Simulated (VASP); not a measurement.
# Al3NiSn (P4/mmm) in VASP: relaxation of cell and atoms with PBE

Aim: the relaxation of cell and atoms of Al3NiSn with PBE.

Program: VASP 6.6.1. These are calculated values, not measurements. Logs are shortened: lines on timing, memory, paths and dates and some standing lists are left out, and cuts for length are marked.

## Step 1: The cell of the first run

It takes space group P4/mmm (No. 123, tetragonal). The conventional cell has a = 3.522 Å, b = 3.522 Å, c = 7.460 Å, α = 90.00°, β = 90.00°, γ = 90.00°. Within 2.6 Å of Al (site symmetry 4mm) lie 1 Ni at 1.95 Å. Al (site symmetry 4/mmm) has 4 Ni at 2.49 Å and 8 Al at 3.16 Å within 3.3 Å. Ni (site symmetry 4/mmm) has 6 Al at 1.95 to 2.49 Å within 2.6 Å. Within 4.0 Å of Sn (site symmetry 4/mmm) lie 10 Al at 3.06 to 3.73 Å and 4 Sn at 3.52 Å.

## Step 2: Relaxation of cell and atoms, PBE, collinear spin, ferromagnetic start

INCAR

```
SYSTEM = Al3NiSn
ALGO     = Normal         ! electronic algorithm
EDIFF    = 1E-6           ! SCF threshold, eV
EDIFFG   = -0.04          ! ionic threshold
ENCUT    = 600            ! plane-wave cutoff, eV
GGA      = PE             ! functional
IBRION   = 2              ! ionic algorithm
ISIF     = 3              ! what is computed and relaxed
ISMEAR   = 0              ! smearing method
ISPIN    = 2              ! spin polarisation
LASPH    = .True.         ! aspherical terms in the spheres
LCHARG   = .False.        ! write CHGCAR
LMAXMIX  = 4              ! l up to which the mixer works
LORBIT   = 11             ! projections on sites
LREAL    = .False.        ! projectors in reciprocal space
LWAVE    = .False.        ! write WAVECAR
MAGMOM   = 0 0 0 2 0      ! initial moments
NELM     = 150            ! most SCF steps
NSW      = 90             ! ionic steps
PREC     = Accurate       ! precision mode
SIGMA    = 0.1            ! smearing width, eV
```

KPOINTS

```
k-points
0
Gamma
  6 6 4
  0 0 0
```

POSCAR

```
Al3NiSn
1.0
    3.5216341600      0.0000000000      0.0000000000
    0.0000000000      3.5216341600      0.0000000000
    0.0000000000      0.0000000000      7.4602286300
Al Ni Sn
3 1 1
Direct
    0.5000000000      0.5000000000      0.2391757900
    0.5000000000      0.5000000000      0.7608242100
    0.0000000000      0.0000000000      0.5000000000
    0.5000000000      0.5000000000      0.5000000000
    0.0000000000      0.0000000000      0.0000000000
```

Potentials or basis: VASP PAW PBE potentials, release 64 (Al, Ni, Sn_d).

The run is started by

```sh
cat potpaw_PBE.64/Al/POTCAR potpaw_PBE.64/Ni/POTCAR potpaw_PBE.64/Sn_d/POTCAR > POTCAR
mpirun -np 1 vasp_std > vasp.out
```

OUTCAR:

```text
SYSTEM = Al3NiSn
   EDIFF = 1E-6
   EDIFFG = -0.04
   ENCUT = 600
   GGA = PE
   IBRION = 2
   ISIF = 3
   ISMEAR = 0
   ISPIN = 2
   LASPH = .True.
   LORBIT = 11
   LREAL = .False.
   NELM = 150
   NSW = 90
   PREC = Accurate

 ion  position               nearest neighbor table
   1  0.500  0.500  0.239-   4 1.95   5 3.06   5 3.06   5 3.06   5 3.06   3 3.16   3 3.16   3 3.16
                             3 3.16
   2  0.500  0.500  0.761-   4 1.95   5 3.06   5 3.06   5 3.06   5 3.06   3 3.16   3 3.16   3 3.16
                             3 3.16
   3  0.000  0.000  0.500-   4 2.49   4 2.49   4 2.49   4 2.49   2 3.16   2 3.16   1 3.16   2 3.16
                             1 3.16   1 3.16   2 3.16   1 3.16
   4  0.500  0.500  0.500-   1 1.95   2 1.95   3 2.49   3 2.49   3 2.49   3 2.49
   5  0.000  0.000  0.000-   1 3.06   2 3.06   1 3.06   2 3.06   1 3.06   2 3.06   1 3.06   2 3.06

  LATTYP: Found a simple tetragonal cell.
 ALAT       =     3.5216341600
 C/A-ratio  =     2.1183996665

  Lattice vectors:

 A1 = (   3.5216341600,   0.0000000000,   0.0000000000)
 A2 = (   0.0000000000,   3.5216341600,   0.0000000000)
 A3 = (   0.0000000000,   0.0000000000,   7.4602286300)

Analysis of symmetry for initial positions (statically):
=====================================================================
 Subroutine PRICEL returns:
 Original cell was already a primitive cell.

 Routine SETGRP: Setting up the symmetry group for a
 simple tetragonal supercell.

 Subroutine GETGRP returns: Found 16 space group operations
 (whereof 16 operations were pure point group operations)
 out of a pool of 16 trial point group operations.

The static configuration has the point symmetry D_4h.

Analysis of symmetry for dynamics (positions and initial velocities):
=====================================================================
 Subroutine PRICEL returns:
 Original cell was already a primitive cell.

 Routine SETGRP: Setting up the symmetry group for a
 simple tetragonal supercell.

 Subroutine GETGRP returns: Found 16 space group operations
 (whereof 16 operations were pure point group operations)
 out of a pool of 16 trial point group operations.

The dynamic configuration has the point symmetry D_4h.

Analysis of structural, dynamic, and magnetic symmetry:
=====================================================================
 Subroutine PRICEL returns:
 Original cell was already a primitive cell.

 Routine SETGRP: Setting up the symmetry group for a
 simple tetragonal supercell.

 Subroutine GETGRP returns: Found 16 space group operations
 (whereof 16 operations were pure point group operations)
 out of a pool of 16 trial point group operations.

The overall configuration has the point symmetry D_4h.

 Subroutine INISYM returns: Found 16 space group operations
 (whereof 16 operations are pure point group operations),
 and found     1 'primitive' translations

----------------------------------------------------------------------------------------

                                     Primitive cell

  volume of cell :      92.5211

  direct lattice vectors                    reciprocal lattice vectors
     3.521634160  0.000000000  0.000000000     0.283959081  0.000000000  0.000000000
     0.000000000  3.521634160  0.000000000     0.000000000  0.283959081  0.000000000
     0.000000000  0.000000000  7.460228630     0.000000000  0.000000000  0.134044149

  length of vectors
     3.521634160  3.521634160  7.460228630     0.283959081  0.283959081  0.134044149

  position of ions in fractional coordinates (direct lattice)
     0.500000000  0.500000000  0.239175790
     0.500000000  0.500000000  0.760824210
     0.000000000  0.000000000  0.500000000
     0.500000000  0.500000000  0.500000000
     0.000000000  0.000000000  0.000000000

  ion indices of the primitive-cell ions
   primitive index   ion index
                 1           1
[... 33 lines left out ...]
  0.000000  0.000000  0.000000      1.000000
  0.166667  0.000000  0.000000      4.000000
  0.333333  0.000000  0.000000      4.000000
  0.500000  0.000000  0.000000      2.000000
  0.166667  0.166667  0.000000      4.000000
  0.333333  0.166667  0.000000      8.000000
[... 16 lines left out ...]
  0.333333  0.000000  0.500000      4.000000
  0.500000  0.000000  0.500000      2.000000
 [... further k-points ...]
   k-points           NKPTS =     30   k-points in BZ     NKDIM =     30   number of bands    NBANDS=     21
   number of dos      NEDOS =    301   number of ions     NIONS =      5
   total plane-waves  NPLWV =  47040
   dimension x,y,z NGX =    28 NGY =   28 NGZ =   60
   dimension x,y,z NGXF=    56 NGYF=   56 NGZF=  120
   ions per type =               3   1   1
   NGX,Y,Z   is equivalent  to a cutoff of  13.22, 13.22, 13.37 a.u.
   NGXF,Y,Z  is equivalent  to a cutoff of  26.44, 26.44, 26.74 a.u.
 SYSTEM =  Al3NiSn
   PREC   = accura    normal or accurate (medium, high low for compatibility)
   ISTART =      0    job   : 0-new  1-cont  2-samecut
   ICHARG =      2    charge: 1-file 2-atom 10-const
   ISPIN  =      2    spin polarized calculation?
   LNONCOLLINEAR =      F non collinear calculations
   LSORBIT =      F    spin-orbit coupling
   LASPH  =      T    aspherical Exc in radial PAW
   ENCUT  =  600.0 eV  44.10 Ry    6.64 a.u.   7.03  7.03 14.90*2*pi/ulx,y,z
   NELM   =    150;   NELMIN=  2; NELMDL= -5     # of ELM steps
   EDIFF  = 0.1E-05   stopping-criterion for ELM
   LREAL  =      F    real-space projection
   EDIFFG = -.4E-01   stopping-criterion for IOM
   NSW    =     90    number of steps for IOM
   IBRION =      2    ionic relax: 0-MD 1-quasi-New 2-CG
   NFREE  =      1    steps in history (QN), initial steepest desc. (CG)
   ISIF   =      3    stress and relaxation
   ISYM   =      2    0-nonsym 1-usesym 2-fastsym
   POTIM  = 0.5000    time-step for ionic-motion
   TEBEG  =    0.0;   TEEND  =   0.0 temperature during run
   PSTRESS=    0.0 pullay stress
   NELECT =      33.0000    total number of electrons
   NUPDOWN=      -1.0000    fix difference up-down
   EMIN   =  10.00;   EMAX   =-10.00  energy-range for DOS
   EFERMI =   0.00;   METHOD = LEGACY
   ISMEAR =     0;   SIGMA  =   0.10  broadening in eV -4-tet -1-fermi 0-gaus
   EFERMI_NEDOS =   21; number of points for ismear=-14 and -15
   IALGO  =     38    algorithm
   IMIX   =      4    mixing-type and parameters
     AMIX     =   0.40;   BMIX     =  1.00
     AMIX_MAG =   1.60;   BMIX_MAG =  1.00
  volume/ion in A,a.u.               =      18.50       124.87
  Fermi-wavevector in a.u.,A,eV,Ry     =   1.161001  2.193974 18.339611  1.347923
  Thomas-Fermi vector in A             =   2.297578
   LORBIT       =     11    0 simple, 1 ext, 2 COOP (PROOUT), +10 PAW based schemes
   GGA     = PE    functional components
   LHFCALC =     F    Hartree Fock is set to
   AEXX    =    0.0000 exact exchange contribution
   IVDW    =     0    specifies the selected vdW correction
   LEPSILON=     F    determine dielectric tensor
   LRPA    =     F    only Hartree local field effects (RPA)
 conjugate gradient relaxation of ions
 spin polarized calculation
 Gauss-broadening in eV      SIGMA  =   0.10
  energy-cutoff  :      600.00
  volume of cell :       92.52
 maximum number of plane-waves:      3144
   NGX = 15   NGY = 15   NGZ = 29

--------------------------------------- Ionic step        1  -------------------------------------------

 number of electron      32.9999999 magnetization      -0.0003012

 number of electron      32.9999999 magnetization       0.0002740

 Free energy of the ion-electron system (eV)
  ---------------------------------------------------
  ext. energy  EPLUGINS =         0.00000000
  ---------------------------------------------------
  free energy    TOTEN  =       -18.91725979 eV

  energy without entropy =      -18.90603761  energy(sigma->0) =      -18.91164870

------------------------ aborting loop because EDIFF is reached ----------------------------------------

  FORCE on cell =-STRESS in cart. coord.  units (eV):
  Direction    XX          YY          ZZ          XY          YZ          ZX
  --------------------------------------------------------------------------------------
  -------------------------------------------------------------------------------------
  Total       -2.3533161     -2.3533161     19.5345462      0.0000000     -0.0000000     -0.0000000
  in kB      -40.7521223    -40.7521223    338.2776434      0.0000000     -0.0000000     -0.0000000
  external PRESSURE =      85.5911329 kB  Pullay stress =       0.0000000 kB
[... 28 lines left out ...]
 number of electron      32.9999990 magnetization       0.0034373

 number of electron      32.9999990 magnetization      -0.0057405

 E-fermi :   6.3381     XC(G=0):  -9.8199

 val. band max:        6.3372183658   @ k =   0.1667   0.0000   0.0000
 cond. band min:       6.3393199103   @ k =   0.5000   0.5000   0.0000
 fundamental gap:      0.0021015445
 Fermi energy:         6.3380677613

 spin component 1

 k-point     1 :       0.0000    0.0000    0.0000
  band No.  band energies     occupation
      1     -15.1969      1.00000
      2     -15.0837      1.00000
      3     -15.0754      1.00000
      4     -15.0596      1.00000
      5     -15.0596      1.00000
      6      -4.2035      1.00000
[... 1218 lines left out ...]
  FREE ENERGIE OF THE ION-ELECTRON SYSTEM (eV)
  ---------------------------------------------------
  free  energy   TOTEN  =       -20.4812660196 eV

  energy  without entropy=      -20.4662441881  energy(sigma->0) =      -20.47375510

[... ionic steps 4 to 13 ...]

--------------------------------------- Ionic step       14  -------------------------------------------

 number of electron      32.9999981 magnetization      -0.0000004

 number of electron      32.9999981 magnetization       0.0000005
[... 79 lines left out ...]
 number of electron      32.9999981 magnetization      -0.0000002

 number of electron      32.9999980 magnetization       0.0000005

 Free energy of the ion-electron system (eV)
  ---------------------------------------------------
  ext. energy  EPLUGINS =         0.00000000
  ---------------------------------------------------
  free energy    TOTEN  =       -20.59065586 eV

  energy without entropy =      -20.58737309  energy(sigma->0) =      -20.58901448

 E-fermi :   7.3177     XC(G=0): -10.2925

 val. band max:        7.2351254406   @ k =   0.3333   0.1667   0.5000
 cond. band min:       7.4119883206   @ k =   0.3333   0.3333   0.0000
 fundamental gap:      0.1768628800
 Fermi energy:         7.3176925921

 spin component 1

 k-point     1 :       0.0000    0.0000    0.0000
  band No.  band energies     occupation
      1     -13.9252      1.00000
      2     -13.8145      1.00000
      3     -13.8136      1.00000
      4     -13.7978      1.00000
      5     -13.7978      1.00000
      6      -3.5602      1.00000
[... 1179 lines left out ...]
  FREE ENERGIE OF THE ION-ELECTRON SYSTEM (eV)
  ---------------------------------------------------
  free  energy   TOTEN  =       -20.5906558615 eV

  energy  without entropy=      -20.5873730895  energy(sigma->0) =      -20.58901448

 reached required accuracy - stopping structural energy minimisation

 total charge

# of ion       s       p       d       tot
------------------------------------------
    1        0.477   0.284   0.000   0.761
    2        0.477   0.284   0.000   0.761
    3        0.448   0.296   0.000   0.744
    4        0.517   0.469   8.461   9.447
    5        1.199   1.195  10.004  12.398
--------------------------------------------------
tot          3.119   2.529  18.465  24.112

 magnetization (x)

# of ion       s       p       d       tot
------------------------------------------
    1       -0.000   0.000   0.000  -0.000
    2       -0.000   0.000   0.000  -0.000
    3        0.000   0.000   0.000   0.000
    4       -0.000  -0.000  -0.000  -0.000
    5       -0.000   0.000   0.000   0.000
--------------------------------------------------
tot         -0.000   0.000  -0.000  -0.000
```

Run time: 9.4 min. Hardware: 1 thread of Intel Xeon 6975P-C (Granite Rapids), shared host; peak memory 0.34 GiB.

What came out:

| Quantity | Value |
| --- | --- |
| Free energy | -20.5907 eV |
| Relaxed volume | 18.75 Å³/atom |
| Relaxed cell | a = 3.451 Å, b = 3.451 Å, c = 7.869 Å, α = 90.00°, β = 90.00°, γ = 90.00° |
| Space group after relaxing (to 0.05 Å) | P4/mmm (No. 123) |
| Energy gained by relaxing | 334.7 meV/atom |
| Ionic steps | 16 |
| Pressure after relaxing | 0.0 GPa |
| Net moment | 0.00 μB per cell |
| Valence electrons inside the program's atomic spheres | Al 0.76, 0.74; Ni 9.45; Sn 12.40 |

The path:
```csv
step,energy change (eV),largest force (eV/Å),pressure (GPa),volume (Å³)
1,0.0000,5.3324,8.56,92.52
2,-1.1458,0.8274,-5.34,105.02
3,-1.5640,0.2335,-3.18,99.78
4,-1.5656,0.2984,-3.07,99.59
5,-1.5659,0.3643,-2.96,99.40
6,-1.6222,0.2480,-0.15,94.90
7,-1.6224,0.2330,0.30,94.41
8,-1.6225,0.2368,0.21,94.53
9,-1.6318,0.2364,0.21,94.40
10,-1.6578,0.2061,0.15,94.00
11,-1.6557,0.1710,0.48,93.12
12,-1.6711,0.1366,0.14,93.66
13,-1.6721,0.0536,0.28,93.48
14,-1.6724,0.0855,0.14,93.55
15,-1.6720,0.0959,-0.23,93.94
16,-1.6734,0.0002,0.04,93.73
```

Final structure:
```
Al Ni Sn
1.0
     3.45130    0.00000    0.00000
     0.00000    3.45130    0.00000
     0.00000    0.00000    7.86854
Al Ni Sn
3 1 1
Direct
  0.50000 0.50000 0.20376
  0.50000 0.50000 0.79624
  0.00000 0.00000 0.50000
  0.50000 0.50000 0.50000
  0.00000 0.00000 0.00000
```

Caveat: the starting moments collapsed, and a magnetic state may lie lower; spin-orbit coupling is left out, which moves the levels of the heavy elements.
